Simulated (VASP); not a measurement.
# Ni3Ge (Pm-3m) in VASP: notebook

Runs on Ni3Ge. Level: r2SCAN. Tasks: single point.

Everything below comes from runs of VASP 6.6.1. Logs are shortened: lines on timing, memory, paths and dates and some standing lists are left out, and cuts for length are marked.

## (1) The cell of the first run

It takes space group Pm-3m (No. 221, cubic). The conventional cell has a = 3.530 Å, b = 3.530 Å, c = 3.530 Å, α = 90.00°, β = 90.00°, γ = 90.00°. Within 3.3 Å of Ni (site symmetry 4/mmm) lie 8 Ni at 2.50 Å and 4 Ge at 2.50 Å. Ge (site symmetry m-3m) has 12 Ni at 2.50 Å within 3.3 Å.

## (2) Single point, r2SCAN

The input, POSCAR:

```
Ni3Ge
1.0
    3.5303341067      0.0000000000      0.0000000000
    0.0000000000      3.5303341067      0.0000000000
    0.0000000000      0.0000000000      3.5303341067
Ni Ge
3 1
Direct
    0.5000000000      0.0000000000      0.5000000000
    0.0000000000      0.5000000000      0.5000000000
    0.5000000000      0.5000000000      0.0000000000
    0.0000000000      0.0000000000      0.0000000000
```

The input, INCAR.step1:

```
SYSTEM = Ni3Ge
ALGO = Normal ; EDIFF = 1E-4
ENCUT = 520 ; GGA = PE
ISMEAR = 0 ; LASPH = .True.
LCHARG = .False. ; LREAL = .False.
LWAVE = .True. ; NBANDS = 30
NELM = 100 ; PREC = Accurate
SIGMA = 0.4
```

The input, INCAR.step2:

```
SYSTEM = Ni3Ge
ALGO = Normal ; EDIFF = 1E-7
ENCUT = 520 ; ISIF = 2
ISMEAR = 0 ; ISTART = 1
LASPH = .True. ; LCHARG = .False.
LMIXTAU = .True. ; LREAL = .False.
LWAVE = .False. ; METAGGA = R2SCAN
NBANDS = 30 ; NELM = 100
PREC = Accurate ; SIGMA = 0.4
```

The input, KPOINTS:

```
k-points
0
Gamma
  6 6 6
  0 0 0
```

Potentials or basis: VASP PAW PBE potentials, release 64 (Ni, Ge_d).

The run is started by

```
$ cat potpaw_PBE.64/Ni/POTCAR potpaw_PBE.64/Ge_d/POTCAR > POTCAR
$ cp INCAR.step1 INCAR
$ mpirun -np 1 vasp_std > vasp.out
$ cp INCAR.step2 INCAR
$ mpirun -np 1 vasp_std > vasp.out
```

OUTCAR:

```text
SYSTEM = Ni3Ge
   EDIFF = 1E-7
   ENCUT = 520
   ISIF = 2
   ISMEAR = 0
   ISTART = 1
   LASPH = .True.
   LREAL = .False.
   METAGGA = R2SCAN
   NELM = 100
   PREC = Accurate

 ion  position               nearest neighbor table
   1  0.500  0.000  0.500-   2 2.50   3 2.50   4 2.50   3 2.50   4 2.50   2 2.50   3 2.50   3 2.50
                             2 2.50   4 2.50   4 2.50   2 2.50
   2  0.000  0.500  0.500-   1 2.50   3 2.50   4 2.50   3 2.50   4 2.50   1 2.50   4 2.50   4 2.50
                             1 2.50   3 2.50   3 2.50   1 2.50
   3  0.500  0.500  0.000-   1 2.50   2 2.50   4 2.50   1 2.50   2 2.50   1 2.50   4 2.50   1 2.50
                             2 2.50   4 2.50   2 2.50   4 2.50
   4  0.000  0.000  0.000-   1 2.50   2 2.50   3 2.50   1 2.50   2 2.50   2 2.50   3 2.50   2 2.50
                             1 2.50   3 2.50   1 2.50   3 2.50

  LATTYP: Found a simple cubic cell.
 ALAT       =     3.5303341067

  Lattice vectors:

 A1 = (   3.5303341067,   0.0000000000,   0.0000000000)
 A2 = (   0.0000000000,   3.5303341067,   0.0000000000)
 A3 = (   0.0000000000,   0.0000000000,   3.5303341067)

Analysis of symmetry for initial positions (statically):
=====================================================================
 Subroutine PRICEL returns:
 Original cell was already a primitive cell.

 Routine SETGRP: Setting up the symmetry group for a
 simple cubic supercell.

 Subroutine GETGRP returns: Found 48 space group operations
 (whereof 48 operations were pure point group operations)
 out of a pool of 48 trial point group operations.

The static configuration has the point symmetry O_h .

Analysis of symmetry for dynamics (positions and initial velocities):
=====================================================================
 Subroutine PRICEL returns:
 Original cell was already a primitive cell.

 Routine SETGRP: Setting up the symmetry group for a
 simple cubic supercell.

 Subroutine GETGRP returns: Found 48 space group operations
 (whereof 48 operations were pure point group operations)
 out of a pool of 48 trial point group operations.

The dynamic configuration has the point symmetry O_h .

 Subroutine INISYM returns: Found 48 space group operations
 (whereof 48 operations are pure point group operations),
 and found     1 'primitive' translations

[... 92 lines left out ...]
   NELM   =    100;   NELMIN=  2; NELMDL=  0     # of ELM steps
   EDIFF  = 0.1E-06   stopping-criterion for ELM
   LREAL  =      F    real-space projection
   EDIFFG = 0.1E-05   stopping-criterion for IOM
   NSW    =      0    number of steps for IOM
   IBRION =     -1    ionic relax: 0-MD 1-quasi-New 2-CG
   NFREE  =      0    steps in history (QN), initial steepest desc. (CG)
   ISIF   =      2    stress and relaxation
   ISYM   =      2    0-nonsym 1-usesym 2-fastsym
   POTIM  = 0.5000    time-step for ionic-motion
   TEBEG  =    0.0;   TEEND  =   0.0 temperature during run
   PSTRESS=    0.0 pullay stress
   NELECT =      44.0000    total number of electrons
   NUPDOWN=      -1.0000    fix difference up-down
   EMIN   =  10.00;   EMAX   =-10.00  energy-range for DOS
   EFERMI =   0.00;   METHOD = LEGACY
   ISMEAR =     0;   SIGMA  =   0.40  broadening in eV -4-tet -1-fermi 0-gaus
   EFERMI_NEDOS =   21; number of points for ismear=-14 and -15
   IALGO  =     38    algorithm
   IMIX   =      4    mixing-type and parameters
     AMIX     =   0.40;   BMIX     =  1.00
     AMIX_MAG =   1.60;   BMIX_MAG =  1.00
  volume/ion in A,a.u.               =      11.00        74.23
  Fermi-wavevector in a.u.,A,eV,Ry     =   1.637105  3.093680 36.465156  2.680113
  Thomas-Fermi vector in A             =   2.728300
   LORBIT       =      0    0 simple, 1 ext, 2 COOP (PROOUT), +10 PAW based schemes
   METAGGA = R2SCAN    functional components
   LHFCALC =     F    Hartree Fock is set to
   AEXX    =    0.0000 exact exchange contribution
   IVDW    =     0    specifies the selected vdW correction
   LEPSILON=     F    determine dielectric tensor
   LRPA    =     F    only Hartree local field effects (RPA)
 non-spin polarized calculation
 Gauss-broadening in eV      SIGMA  =   0.40
  energy-cutoff  :      520.00
  volume of cell :       44.00
 maximum number of plane-waves:      1213
 NGX is ok and might be reduce to    28
   NGX = 13   NGY = 13   NGZ = 13

 number of electron      43.9999971 magnetization

 Free energy of the ion-electron system (eV)
  ---------------------------------------------------
  ext. energy  EPLUGINS =         0.00000000
  ---------------------------------------------------
  free energy    TOTEN  =       -50.82418331 eV

  energy without entropy =      -50.64613477  energy(sigma->0) =      -50.73515904

 E-fermi :  10.2702     XC(G=0): -14.7534

 val. band max:       10.2024771667   @ k =   0.5000   0.0000   0.0000
 cond. band min:      10.3883510370   @ k =   0.5000   0.3333   0.3333
 fundamental gap:      0.1858738702
 Fermi energy:        10.2702407263

 k-point     1 :       0.0000    0.0000    0.0000
  band No.  band energies     occupation
      1     -15.2259      2.00000
      2     -15.2259      2.00000
      3     -15.2112      2.00000
      4     -15.2112      2.00000
      5     -15.2112      2.00000
      6      -2.8854      2.00000
[... 649 lines left out ...]
     29      28.5695      0.00000
     30      28.5695      0.00000

------------------------ aborting loop because EDIFF is reached ----------------------------------------

  FORCE on cell =-STRESS in cart. coord.  units (eV):
  Direction    XX          YY          ZZ          XY          YZ          ZX
  --------------------------------------------------------------------------------------
  -------------------------------------------------------------------------------------
  Total        0.3363961      0.3363961      0.3363961      0.0000000      0.0000000     -0.0000000
  in kB       12.2493799     12.2493799     12.2493799      0.0000000      0.0000000     -0.0000000
  external PRESSURE =      12.2493799 kB  Pullay stress =       0.0000000 kB

 VOLUME and BASIS-vectors are now :
 -----------------------------------------------------------------------------
  energy-cutoff  :      520.00
  volume of cell :       44.00
      direct lattice vectors                 reciprocal lattice vectors
     3.530334107  0.000000000  0.000000000     0.283259309  0.000000000  0.000000000
     0.000000000  3.530334107  0.000000000     0.000000000  0.283259309  0.000000000
     0.000000000  0.000000000  3.530334107     0.000000000  0.000000000  0.283259309

 POSITION                                       TOTAL-FORCE (eV/Angst)
 -----------------------------------------------------------------------------------
      1.76517      0.00000      1.76517         0.000000      0.000000      0.000000
      0.00000      1.76517      1.76517         0.000000      0.000000      0.000000
      1.76517      1.76517      0.00000         0.000000      0.000000      0.000000
      0.00000      0.00000      0.00000         0.000000      0.000000      0.000000
 -----------------------------------------------------------------------------------
    total drift:                                0.000000      0.000000      0.000000

  FREE ENERGIE OF THE ION-ELECTRON SYSTEM (eV)
  ---------------------------------------------------
  free  energy   TOTEN  =       -50.8241833083 eV

  energy  without entropy=      -50.6461347731  energy(sigma->0) =      -50.73515904
```

Wall time 78 s (1 thread of Intel Xeon Platinum 8488C (Sapphire Rapids), shared host); peak memory 0.18 GiB.

What came out:

| Quantity | Value |
| --- | --- |
| Free energy | -50.8242 eV |
| Pressure | 1.2 GPa |
| Band gap on the k mesh | zero (band 22 reaches 10.20 eV, above the bottom of band 23 at 9.94 eV) |

Levels at points of the mesh, in eV from the Fermi level:
```
           k point  band 20  band 21  band 22  band 23  band 24  band 25
(0.00, 0.00, 0.00)    -0.81    -0.46    -0.07    -0.07    -0.07     4.20
(0.50, 0.00, 0.00)    -1.32    -0.76    -0.07     3.66     3.66     5.09
(0.50, 0.50, 0.00)    -1.26    -1.08    -1.04     0.52     0.52     5.82
(0.50, 0.50, 0.50)    -1.32    -0.66    -0.33    -0.33    -0.33     0.69
```

Caveat: the PAW data sets were made with another functional, which shifts forces and pressure a little.

## (3) Single point, r2SCAN

POSCAR is that of step 2.

The input, INCAR.step1:

```
SYSTEM = Ni3Ge
ALGO = Normal
EDIFF = 1E-4
ENCUT = 520
GGA = PE
ISMEAR = 0
LASPH = .TRUE.
LCHARG = .FALSE.
LREAL = .FALSE.
LWAVE = .TRUE.
NBANDS = 30
NELM = 80
PREC = Accurate
SIGMA = 0.1
```

The input, INCAR.step2:

```
SYSTEM = Ni3Ge
ALGO = Normal
EDIFF = 1E-6
ENCUT = 520
ISIF = 2
ISMEAR = 0
ISTART = 1
LASPH = .TRUE.
LCHARG = .FALSE.
LMIXTAU = .TRUE.
LREAL = .FALSE.
LWAVE = .FALSE.
METAGGA = R2SCAN
NBANDS = 30
NELM = 80
PREC = Accurate
SIGMA = 0.1
```

The input, KPOINTS:

```
k-points
0
G
  8 8 8
  0 0 0
```

Potentials or basis: VASP PAW PBE potentials, release 64 (Ni, Ge_d).

The run is started by

```
$ cat potpaw_PBE.64/Ni/POTCAR potpaw_PBE.64/Ge_d/POTCAR > POTCAR
$ cp INCAR.step1 INCAR
$ mpirun -np 1 vasp_std > vasp.out
$ cp INCAR.step2 INCAR
$ mpirun -np 1 vasp_std > vasp.out
```

OUTCAR:

```text
SYSTEM = Ni3Ge
   EDIFF = 1E-6
   ENCUT = 520
   ISIF = 2
   ISMEAR = 0
   ISTART = 1
   LASPH = .TRUE.
   LREAL = .FALSE.
   METAGGA = R2SCAN
   NELM = 80
   PREC = Accurate

 ion  position               nearest neighbor table
   1  0.500  0.000  0.500-   2 2.50   3 2.50   4 2.50   3 2.50   4 2.50   2 2.50   3 2.50   3 2.50
                             2 2.50   4 2.50   4 2.50   2 2.50
   2  0.000  0.500  0.500-   1 2.50   3 2.50   4 2.50   3 2.50   4 2.50   1 2.50   4 2.50   4 2.50
[... 998 lines left out ...]
  Direction    XX          YY          ZZ          XY          YZ          ZX
  --------------------------------------------------------------------------------------
  -------------------------------------------------------------------------------------
  Total        0.2157168      0.2157168      0.2157168      0.0000000      0.0000000     -0.0000000
  in kB        7.8550152      7.8550152      7.8550152      0.0000000      0.0000000     -0.0000000
  external PRESSURE =       7.8550152 kB  Pullay stress =       0.0000000 kB

 VOLUME and BASIS-vectors are now :
 -----------------------------------------------------------------------------
  energy-cutoff  :      520.00
  volume of cell :       44.00
      direct lattice vectors                 reciprocal lattice vectors
     3.530334107  0.000000000  0.000000000     0.283259309  0.000000000  0.000000000
     0.000000000  3.530334107  0.000000000     0.000000000  0.283259309  0.000000000
     0.000000000  0.000000000  3.530334107     0.000000000  0.000000000  0.283259309

 POSITION                                       TOTAL-FORCE (eV/Angst)
 -----------------------------------------------------------------------------------
      1.76517      0.00000      1.76517         0.000000      0.000000      0.000000
      0.00000      1.76517      1.76517         0.000000      0.000000      0.000000
      1.76517      1.76517      0.00000         0.000000      0.000000      0.000000
      0.00000      0.00000      0.00000         0.000000      0.000000      0.000000
 -----------------------------------------------------------------------------------
    total drift:                                0.000000      0.000000      0.000000

  FREE ENERGIE OF THE ION-ELECTRON SYSTEM (eV)
  ---------------------------------------------------
  free  energy   TOTEN  =       -50.7496915528 eV

  energy  without entropy=      -50.7380257040  energy(sigma->0) =      -50.74385863
```

OUTCAR.step1:

```text
SYSTEM = Ni3Ge
   EDIFF = 1E-4
   ENCUT = 520
   GGA = PE
   ISMEAR = 0
[... 1025 lines left out ...]
      1.76517      0.00000      1.76517         0.000000      0.000000      0.000000
      0.00000      1.76517      1.76517         0.000000      0.000000      0.000000
      1.76517      1.76517      0.00000         0.000000      0.000000      0.000000
      0.00000      0.00000      0.00000         0.000000      0.000000      0.000000
 -----------------------------------------------------------------------------------
    total drift:                                0.000000      0.000000      0.000000

  FREE ENERGIE OF THE ION-ELECTRON SYSTEM (eV)
  ---------------------------------------------------
  free  energy   TOTEN  =       -22.0512836689 eV

  energy  without entropy=      -22.0403174816  energy(sigma->0) =      -22.04580058
```

Wall time 2 min (1 thread of Intel Xeon Platinum 8488C (Sapphire Rapids), shared host); peak memory 0.19 GiB.

What came out:

```yaml
Free_energy: -50.7497 eV
Pressure: 0.8 GPa
Band_gap_on_the_k_mesh: zero (band 22 reaches 10.22 eV, above the bottom of band 23 at 9.95 eV)
```

Levels at points of the mesh, in eV from the Fermi level:
```
           k point  band 19  band 20  band 21  band 22  band 23  band 24  band 25  band 26
(0.00, 0.00, 0.00)    -0.69    -0.69    -0.35     0.05     0.05     0.05     4.30     7.18
(0.50, 0.00, 0.00)    -1.32    -1.21    -0.64     0.05     3.75     3.75     5.19     6.04
(0.50, 0.50, 0.00)    -1.29    -1.15    -0.97    -0.93     0.63     0.63     5.91     6.94
(0.50, 0.50, 0.50)    -1.21    -1.21    -0.55    -0.22    -0.22    -0.22     0.79     4.45
```

Caveat: the PAW data sets were made with another functional, which shifts forces and pressure a little.

## (4) Single point, r2SCAN

POSCAR is that of step 3.

The input, INCAR.step1:

```
  PREC = Accurate
  ENCUT = 520
  ISMEAR = 0
  SIGMA = 0.1
  LREAL = F
  LASPH = T
  NELM = 80
  NBANDS = 30
  GGA = PE
  ALGO = Normal
  EDIFF = 1E-4
  LWAVE = T
  LCHARG = F
```

The input, INCAR.step2:

```
  PREC = Accurate
  ENCUT = 520
  EDIFF = 1E-7
  ISMEAR = 0
  SIGMA = 0.1
  LREAL = F
  LASPH = T
  NELM = 80
  ALGO = Normal
  ISIF = 2
  LWAVE = F
  LCHARG = F
  METAGGA = R2SCAN
  LMIXTAU = T
  NBANDS = 30
  ISTART = 1
```

The input, KPOINTS:

```
regular mesh
0
Gamma
  10 10 10
```

The run is started by

```
$ cat potpaw_PBE.64/Ni/POTCAR potpaw_PBE.64/Ge_d/POTCAR > POTCAR
$ cp INCAR.step1 INCAR
$ mpirun -np 1 vasp_std > vasp.out
$ cp INCAR.step2 INCAR
$ mpirun -np 1 vasp_std > vasp.out
```

It took 2.8 min on 1 thread of Intel Xeon Platinum 8488C (Sapphire Rapids), shared host; peak memory 0.2 GiB.

The run converged. Its results:

```yaml
Free_energy: -50.7522 eV
Pressure: 0.8 GPa
Band_gap_on_the_k_mesh: zero (band 22 reaches 10.22 eV, above the bottom of band 23 at 9.96 eV)
```

Levels at points of the mesh, in eV from the Fermi level:
| k point | band 19 | band 20 | band 21 | band 22 | band 23 | band 24 | band 25 | band 26 |
| --- | --- | --- | --- | --- | --- | --- | --- | --- |
| (0.00, 0.00, 0.00) | -0.70 | -0.70 | -0.36 | 0.04 | 0.04 | 0.04 | 4.30 | 7.17 |
| (0.50, 0.00, 0.00) | -1.32 | -1.21 | -0.64 | 0.04 | 3.75 | 3.75 | 5.18 | 6.03 |
| (0.50, 0.50, 0.00) | -1.29 | -1.15 | -0.97 | -0.93 | 0.63 | 0.63 | 5.91 | 6.93 |
| (0.50, 0.50, 0.50) | -1.21 | -1.21 | -0.55 | -0.22 | -0.22 | -0.22 | 0.78 | 4.45 |

Caveat: the PAW data sets were made with another functional, which shifts forces and pressure a little. Spin polarisation is off, so any magnetic state and its effect on volume and gap are missing.

## (5) Summary

```tsv
k mesh	smearing	gap on the mesh (eV)	pressure (GPa)
6 × 6 × 6	gaussian 0.4 eV	none	1.2
8 × 8 × 8	gaussian 0.1 eV	none	0.8
10 × 10 × 10	gaussian 0.1 eV	none	0.8
```

Alike in all rows: task single point; level r2SCAN; potentials or basis VASP PAW PBE potentials, release 64 (Ni, Ge_d); no spin polarisation; cell as given; cutoff (eV) 520.

Every run on the cell as given and a fine mesh finds a metal.

Caveats: the PAW data sets were made with another functional, which shifts forces and pressure a little.

Total energies depend on the potentials used, so only differences within one code and one set of settings carry meaning.
